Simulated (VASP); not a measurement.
# TaN (P6/mmm) in VASP: a series of runs

TaN is run at these levels: r2SCAN; tasks: single point.

All numbers are computed with VASP 6.6.1; they aren't measurements. Logs are shortened: lines on timing, memory, paths and dates and some standing lists are left out, and cuts for length are marked.

### Step 1. The cell of the first run

It takes space group P6/mmm (No. 191, hexagonal). The conventional cell has a = 5.449 Å, b = 5.449 Å, c = 2.853 Å, α = 90.00°, β = 90.00°, γ = 120.00°. Within 3.6 Å of Ta (site symmetry 6/mmm) lie 6 N at 2.72 Å and 14 Ta at 2.85 to 3.45 Å. Within 2.9 Å of Ta (site symmetry -6m2) lie 6 N at 2.12 Å and 2 Ta at 2.85 Å. Within 2.9 Å of N (site symmetry mmm) lie 6 Ta at 2.12 to 2.72 Å and 6 N at 2.72 to 2.85 Å.

### Step 2. Single point, r2SCAN (biaxial strain in the a-b plane: +4.0 %, then relaxed in part)

Contents of POSCAR:

```
TaN
1.0
    5.4488556225      0.0000000000      0.0000000000
   -2.7244278112      4.7188473906      0.0000000000
    0.0000000000      0.0000000000      2.8533085245
Ta N
3 3
Direct
    0.0000000000      0.0000000000      0.0000000000
    0.3333333333      0.6666666667      0.5000000000
    0.6666666667      0.3333333333      0.5000000000
    0.5000000000      0.0000000000      0.0000000000
    0.5000000000      0.5000000000      0.0000000000
    0.0000000000      0.5000000000      0.0000000000
```

Contents of INCAR.step1:

```
SYSTEM = TaN
ALGO = Normal
EDIFF = 1E-4
ENCUT = 520
GGA = PE
ISMEAR = 0
LASPH = .TRUE.
LCHARG = .FALSE.
LREAL = .FALSE.
LWAVE = .TRUE.
NBANDS = 33
NELM = 100
PREC = Accurate
SIGMA = 0.1
```

Contents of INCAR.step2:

```
SYSTEM = TaN
ALGO = Normal
EDIFF = 1E-7
ENCUT = 520
ISIF = 2
ISMEAR = 0
ISTART = 1
LASPH = .TRUE.
LCHARG = .TRUE.
LELF = .TRUE.
LMIXTAU = .TRUE.
LREAL = .FALSE.
LVHAR = .TRUE.
LWAVE = .FALSE.
METAGGA = R2SCAN
NBANDS = 33
NELM = 100
PREC = Accurate
SIGMA = 0.1
```

Contents of KPOINTS:

```
k-points
0
G
  12 12 12
  0 0 0
```

Potentials or basis: VASP PAW PBE potentials, release 64 (Ta_pv, N).

Command:

```
> cat potpaw_PBE.64/Ta_pv/POTCAR potpaw_PBE.64/N/POTCAR > POTCAR
> cp INCAR.step1 INCAR
> mpirun -np 1 vasp_std > vasp.out
> cp INCAR.step2 INCAR
> mpirun -np 1 vasp_std > vasp.out
```

OUTCAR:

```text
SYSTEM = TaN
   EDIFF = 1E-7
   ENCUT = 520
   ISIF = 2
   ISMEAR = 0
   ISTART = 1
   LASPH = .TRUE.
   LREAL = .FALSE.
   METAGGA = R2SCAN
   NELM = 100
   PREC = Accurate

 ion  position               nearest neighbor table
   1  0.000  0.000  0.000-   2 3.45   3 3.45   2 3.45   3 3.45   2 3.45   2 3.45   3 3.45   3 3.45
                             3 3.45   3 3.45   2 3.45   2 3.45
   2  0.333  0.667  0.500-   4 2.12   4 2.12   6 2.12   6 2.12   5 2.12   5 2.12   3 3.15   3 3.15
                             3 3.15   1 3.45   1 3.45   1 3.45   1 3.45   1 3.45   1 3.45
   3  0.667  0.333  0.500-   4 2.12   4 2.12   6 2.12   6 2.12   5 2.12   5 2.12   2 3.15   2 3.15
                             2 3.15   1 3.45   1 3.45   1 3.45   1 3.45   1 3.45   1 3.45
   4  0.500  0.000  0.000-   2 2.12   3 2.12   2 2.12   3 2.12
   5  0.500  0.500  0.000-   2 2.12   3 2.12   2 2.12   3 2.12
   6  0.000  0.500  0.000-   2 2.12   3 2.12   2 2.12   3 2.12

  LATTYP: Found a hexagonal cell.
 ALAT       =     5.4488556225
 C/A-ratio  =     0.5236528039

  Lattice vectors:

 A1 = (   5.4488556225,   0.0000000000,   0.0000000000)
 A2 = (  -2.7244278112,   4.7188473906,   0.0000000000)
 A3 = (   0.0000000000,   0.0000000000,   2.8533085245)

Analysis of symmetry for initial positions (statically):
=====================================================================
 Subroutine PRICEL returns:
 Original cell was already a primitive cell.

 Routine SETGRP: Setting up the symmetry group for a
 hexagonal supercell.

 Subroutine GETGRP returns: Found 24 space group operations
 (whereof 24 operations were pure point group operations)
 out of a pool of 24 trial point group operations.

The static configuration has the point symmetry D_6h.

Analysis of symmetry for dynamics (positions and initial velocities):
=====================================================================
 Subroutine PRICEL returns:
 Original cell was already a primitive cell.

 Routine SETGRP: Setting up the symmetry group for a
 hexagonal supercell.

 Subroutine GETGRP returns: Found 24 space group operations
 (whereof 24 operations were pure point group operations)
 out of a pool of 24 trial point group operations.

The dynamic configuration has the point symmetry D_6h.

 Subroutine INISYM returns: Found 24 space group operations
 (whereof 24 operations are pure point group operations),
 and found     1 'primitive' translations

----------------------------------------------------------------------------------------

                                     Primitive cell

  volume of cell :      73.3652

  direct lattice vectors                    reciprocal lattice vectors
     5.448855622  0.000000000  0.000000000     0.183524775  0.105958078  0.000000000
    -2.724427811  4.718847391  0.000000000     0.000000000  0.211916156  0.000000000
     0.000000000  0.000000000  2.853308525     0.000000000  0.000000000  0.350470337

  length of vectors
     5.448855622  5.448855622  2.853308525     0.211916156  0.211916156  0.350470337

  position of ions in fractional coordinates (direct lattice)
     0.000000000  0.000000000  0.000000000
     0.333333333  0.666666667  0.500000000
     0.666666667  0.333333333  0.500000000
     0.500000000  0.000000000  0.000000000
     0.500000000  0.500000000  0.000000000
     0.000000000  0.500000000  0.000000000

  ion indices of the primitive-cell ions
   primitive index   ion index
                 1           1
                 2           2
                 3           3
                 4           4
                 5           5
                 6           6

----------------------------------------------------------------------------------------

 KPOINTS: k-points

Automatic generation of k-mesh.
 Grid dimensions read from file:
 generate k-points for:   12   12   12

 Generating k-lattice:

  Cartesian coordinates                     Fractional coordinates (reciprocal lattice)
     0.015293731  0.008829840  0.000000000     0.083333333 -0.000000000  0.000000000
     0.000000000  0.017659680  0.000000000     0.000000000  0.083333333  0.000000000
     0.000000000  0.000000000  0.029205861     0.000000000  0.000000000  0.083333333

  Length of vectors
     0.017659680  0.017659680  0.029205861

  Shift w.r.t. Gamma in fractional coordinates (k-lattice)
     0.000000000  0.000000000  0.000000000

 Subroutine IBZKPT returns following result:
 ===========================================

 Found    133 irreducible k-points:

 Following reciprocal coordinates:
            Coordinates               Weight
  0.000000  0.000000  0.000000      1.000000
  0.083333 -0.000000  0.000000      6.000000
  0.166667  0.000000  0.000000      6.000000
  0.250000 -0.000000  0.000000      6.000000
  0.333333 -0.000000  0.000000      6.000000
  0.416667 -0.000000  0.000000      6.000000
[... 16 lines left out ...]
  0.250000 -0.000000  0.083333     12.000000
  0.333333 -0.000000  0.083333     12.000000
 [... further k-points ...]
   k-points           NKPTS =    133   k-points in BZ     NKDIM =    133   number of bands    NBANDS=     33
   number of dos      NEDOS =    301   number of ions     NIONS =      6
   total plane-waves  NPLWV =  42336
   dimension x,y,z NGX =    42 NGY =   42 NGZ =   24
   dimension x,y,z NGXF=    84 NGYF=   84 NGZF=   48
   ions per type =               3   3
   NGX,Y,Z   is equivalent  to a cutoff of  12.81, 12.81, 13.98 a.u.
   NGXF,Y,Z  is equivalent  to a cutoff of  25.63, 25.63, 27.97 a.u.
 SYSTEM =  TaN
   PREC   = accura    normal or accurate (medium, high low for compatibility)
   ISTART =      1    job   : 0-new  1-cont  2-samecut
   ICHARG =      0    charge: 1-file 2-atom 10-const
   ISPIN  =      1    spin polarized calculation?
   LNONCOLLINEAR =      F non collinear calculations
   LSORBIT =      F    spin-orbit coupling
   LASPH  =      T    aspherical Exc in radial PAW
   ENCUT  =  520.0 eV  38.22 Ry    6.18 a.u.  10.13 10.13  5.31*2*pi/ulx,y,z
   NELM   =    100;   NELMIN=  2; NELMDL=  0     # of ELM steps
   EDIFF  = 0.1E-06   stopping-criterion for ELM
   LREAL  =      F    real-space projection
   EDIFFG = 0.1E-05   stopping-criterion for IOM
   NSW    =      0    number of steps for IOM
   IBRION =     -1    ionic relax: 0-MD 1-quasi-New 2-CG
   NFREE  =      0    steps in history (QN), initial steepest desc. (CG)
   ISIF   =      2    stress and relaxation
   ISYM   =      2    0-nonsym 1-usesym 2-fastsym
   POTIM  = 0.5000    time-step for ionic-motion
   TEBEG  =    0.0;   TEEND  =   0.0 temperature during run
   PSTRESS=    0.0 pullay stress
   NELECT =      48.0000    total number of electrons
   NUPDOWN=      -1.0000    fix difference up-down
   EMIN   =  10.00;   EMAX   =-10.00  energy-range for DOS
   EFERMI =   0.00;   METHOD = LEGACY
   ISMEAR =     0;   SIGMA  =   0.10  broadening in eV -4-tet -1-fermi 0-gaus
   EFERMI_NEDOS =   21; number of points for ismear=-14 and -15
   IALGO  =     38    algorithm
   IMIX   =      4    mixing-type and parameters
     AMIX     =   0.40;   BMIX     =  1.00
     AMIX_MAG =   1.60;   BMIX_MAG =  1.00
  volume/ion in A,a.u.               =      12.23        82.52
  Fermi-wavevector in a.u.,A,eV,Ry     =   1.421211  2.685700 27.481605  2.019841
  Thomas-Fermi vector in A             =   2.542045
   LORBIT       =      0    0 simple, 1 ext, 2 COOP (PROOUT), +10 PAW based schemes
   METAGGA = R2SCAN    functional components
   LHFCALC =     F    Hartree Fock is set to
   AEXX    =    0.0000 exact exchange contribution
   IVDW    =     0    specifies the selected vdW correction
   LEPSILON=     F    determine dielectric tensor
   LRPA    =     F    only Hartree local field effects (RPA)
 non-spin polarized calculation
 Gauss-broadening in eV      SIGMA  =   0.10
  energy-cutoff  :      520.00
  volume of cell :       73.37
 maximum number of plane-waves:      2003
 NGX is ok and might be reduce to    42
   NGX = 21   NGY = 21   NGZ = 11

 number of electron      47.9999990 magnetization

 Free energy of the ion-electron system (eV)
  ---------------------------------------------------
  ext. energy  EPLUGINS =         0.00000000
  ---------------------------------------------------
  free energy    TOTEN  =      -178.11300239 eV

  energy without entropy =     -178.11011927  energy(sigma->0) =     -178.11156083

 E-fermi :   7.4035     XC(G=0): -13.5428

 val. band max:        7.4026594246   @ k =   0.1667   0.0000   0.0833
 cond. band min:       7.4081806067   @ k =   0.1667   0.0000   0.2500
 fundamental gap:      0.0055211821
 Fermi energy:         7.4035370108

 k-point     1 :       0.0000    0.0000    0.0000
  band No.  band energies     occupation
      1     -30.2423      2.00000
      2     -30.2423      2.00000
      3     -29.9491      2.00000
      4     -29.9491      2.00000
      5     -29.6138      2.00000
      6     -29.5309      2.00000
[... 25 lines left out ...]
     32      10.6904      0.00000
     33      10.6904      0.00000

 k-point     2 :       0.0833   -0.0000    0.0000
  band No.  band energies     occupation
      1     -30.2451      2.00000
      2     -30.2396      2.00000
      3     -29.9499      2.00000
      4     -29.9460      2.00000
      5     -29.6125      2.00000
      6     -29.5322      2.00000
[... 25 lines left out ...]
     32      10.6700      0.00000
     33      10.7094      0.00000
[... 754 lines left out ...]
     32      10.3751      0.00000
     33      10.7764      0.00000

 k-point    24 :       0.3333   -0.0000    0.0833
  band No.  band energies     occupation
      1     -30.2584      2.00000
      2     -30.1823      2.00000
      3     -29.9773      2.00000
      4     -29.9084      2.00000
      5     -29.6709      2.00000
      6     -29.6168      2.00000
[... 25 lines left out ...]
     32      10.4534      0.00000
     33      10.9463      0.00000

 [... further k-points ...]

------------------------ aborting loop because EDIFF is reached ----------------------------------------

  FORCE on cell =-STRESS in cart. coord.  units (eV):
  Direction    XX          YY          ZZ          XY          YZ          ZX
  --------------------------------------------------------------------------------------
  -------------------------------------------------------------------------------------
  Total       -8.0109250     -8.0109250      0.6674930     -0.0000000     -0.0000000      0.0000000
  in kB     -174.9457030   -174.9457030     14.5769728     -0.0000000     -0.0000000      0.0000000
  external PRESSURE =    -111.7714778 kB  Pullay stress =       0.0000000 kB

 VOLUME and BASIS-vectors are now :
 -----------------------------------------------------------------------------
  energy-cutoff  :      520.00
  volume of cell :       73.37
      direct lattice vectors                 reciprocal lattice vectors
     5.448855622  0.000000000  0.000000000     0.183524775  0.105958078  0.000000000
    -2.724427811  4.718847391  0.000000000     0.000000000  0.211916156  0.000000000
     0.000000000  0.000000000  2.853308525     0.000000000  0.000000000  0.350470337

 POSITION                                       TOTAL-FORCE (eV/Angst)
 -----------------------------------------------------------------------------------
      0.00000      0.00000      0.00000        -0.000000      0.000000      0.000000
     -0.00000      3.14590      1.42665        -0.000000     -0.000000      0.000000
      2.72443      1.57295      1.42665         0.000000      0.000000     -0.000000
      2.72443      0.00000      0.00000        -0.000000      0.000000      0.000000
      1.36221      2.35942      0.00000        -0.000000      0.000000      0.000000
     -1.36221      2.35942      0.00000        -0.000000      0.000000      0.000000
 -----------------------------------------------------------------------------------
    total drift:                               -0.000000      0.000000     -0.000000

  FREE ENERGIE OF THE ION-ELECTRON SYSTEM (eV)
  ---------------------------------------------------
  free  energy   TOTEN  =      -178.1130023941 eV

  energy  without entropy=     -178.1101192701  energy(sigma->0) =     -178.11156083
```

It took 17 min on 1 thread of AMD EPYC 9R45 (Zen 5), shared host; peak memory 0.36 GiB.

What came out:

* Free energy: -178.1130 eV
* Pressure: -11.2 GPa
* Band gap on the k mesh: zero (bands 24 and 25 overlap by 2.17 eV)

Levels at points of the mesh, in eV from the Fermi level:
```csv
k point,band 22,band 23,band 24,band 25,band 26,band 27
"(0.00, 0.00, 0.00)",-2.80,-2.59,-1.20,-1.20,0.68,1.36
"(0.50, 0.00, 0.00)",-3.59,-1.81,-0.99,1.09,1.82,1.95
"(0.00, 0.00, 0.50)",-3.47,-2.09,0.93,0.93,1.73,1.99
"(0.50, 0.00, 0.50)",-3.03,-1.86,-1.49,0.96,1.34,2.78
```

Caveat: the cell differs from its parent crystal (biaxial strain in the a-b plane: +4.0 %, then relaxed in part); the stress differs along the axes, from -17 to 1 GPa; the PAW data sets were made with another functional, which shifts forces and pressure a little; spin-orbit coupling is left out, which moves the levels of the heavy elements.

### Step 3. Single point, r2SCAN (biaxial strain in the a-b plane: +6.0 %)

POSCAR: that of step 2 with these lines changed.

```diff
@@ -2,5 +2,5 @@
 1.0
-    5.4488556225      0.0000000000      0.0000000000
-   -2.7244278112      4.7188473906      0.0000000000
-    0.0000000000      0.0000000000      2.8533085245
+    5.5536413075      0.0000000000      0.0000000000
+   -2.7768206538      4.8095944558      0.0000000000
+    0.0000000000      0.0000000000      2.8002051029
 Ta N
```

Contents of INCAR.step1:

```
PREC = Accurate
ENCUT = 520
ISMEAR = 0
SIGMA = 0.1
LREAL = False
LASPH = True
NELM = 60
NBANDS = 33
GGA = PE
ALGO = Normal
EDIFF = 1E-4
LWAVE = True
LCHARG = False
```

Contents of INCAR.step2:

```
PREC = Accurate
ENCUT = 520
EDIFF = 1E-6
ISMEAR = 0
SIGMA = 0.1
LREAL = False
LASPH = True
NELM = 60
ALGO = Normal
ISIF = 2
LWAVE = False
LCHARG = False
METAGGA = R2SCAN
LMIXTAU = True
NBANDS = 33
ISTART = 1
```

Contents of KPOINTS:

```
Automatic mesh
0
Gamma
  12 12 12
```

Potentials or basis: VASP PAW PBE potentials, release 64 (Ta_pv, N).

Command:

```
> cat potpaw_PBE.64/Ta_pv/POTCAR potpaw_PBE.64/N/POTCAR > POTCAR
> cp INCAR.step1 INCAR
> mpirun -np 1 vasp_std > vasp.out
> cp INCAR.step2 INCAR
> mpirun -np 1 vasp_std > vasp.out
```

Run time: 14 min. Hardware: 1 thread of AMD EPYC 9R45 (Zen 5), shared host; peak memory 0.36 GiB.

Results (log left out):

| Property | Result |
| --- | --- |
| Free energy | -177.6998 eV |
| Pressure | -12.5 GPa |
| Band gap on the k mesh | zero (bands 24 and 25 overlap by 2.22 eV) |

Stress tensor (GPa, compression positive):
```
-23.78   0.00   0.00
  0.00 -23.78   0.00
  0.00   0.00  10.13
```

Levels at points of the mesh, in eV from the Fermi level:
| k point | band 20 | band 21 | band 22 | band 23 | band 24 | band 25 | band 26 | band 27 | band 28 | band 29 |
| --- | --- | --- | --- | --- | --- | --- | --- | --- | --- | --- |
| (0.00, 0.00, 0.00) | -3.81 | -2.85 | -2.85 | -2.63 | -1.22 | -1.22 | 0.35 | 1.37 | 1.68 | 1.68 |
| (0.50, 0.00, 0.00) | -3.84 | -3.77 | -3.60 | -1.88 | -1.15 | 1.02 | 1.63 | 2.14 | 2.23 | 2.81 |
| (0.00, 0.00, 0.50) | -3.48 | -3.37 | -3.37 | -2.06 | 0.96 | 0.96 | 1.68 | 1.80 | 1.80 | 2.43 |
| (0.50, 0.00, 0.50) | -4.33 | -3.35 | -2.94 | -1.60 | -1.57 | 0.98 | 1.35 | 2.62 | 2.79 | 3.59 |

Caveat: the cell differs from its parent crystal (biaxial strain in the a-b plane: +6.0 %); the stress differs along the axes, from -24 to 10 GPa; the PAW data sets were made with another functional, which shifts forces and pressure a little; spin-orbit coupling is left out, which moves the levels of the heavy elements.

The gap in the log of VASP goes by the Fermi energy; the results here count the filled bands.